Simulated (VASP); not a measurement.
Runs of VASP 6.6.1 on BP. The structure is that of space group F-43m (No. 216), or close to it. The cells are those of the table. 

| cell | gap on the mesh (eV) | pressure (GPa) |
| --- | --- | --- |
| a = 3.189, b = 3.189, c = 3.144 Å, angles 60.5, 60.5, 59.1°, 2 atoms | (b) | 3.8 |
| a = 3.198, b = 3.198, c = 3.176 Å, angles 60.2, 60.2, 59.5°, 2 atoms | 1.92 | 0.9 |
| a = 3.180, b = 3.180, c = 3.112 Å, angles 60.7, 60.7, 58.6°, 2 atoms | 1.64 | (c) |
| a = 3.227, b = 3.227, c = 3.272 Å, angles 59.5, 59.5, 60.9°, 2 atoms | 1.72 | (a) |

Alike in all rows: no spin polarisation; k mesh 6 × 6 × 6; smearing gaussian 0.01 eV.

**Question.** Fill in the values left out.

**Answer.** (a) -6.9; (b) 1.79; (c) 7.0.

Caveats: the PAW data sets were made with another functional, which shifts forces and pressure a little; the stress differs along the axes, from -2 to 7 GPa (at least some runs); the stress differs along the axes, from -2 to 11 GPa (at least some runs); the stress differs along the axes, from -9 to -2 GPa (at least some runs).

A k mesh can miss the band edges.
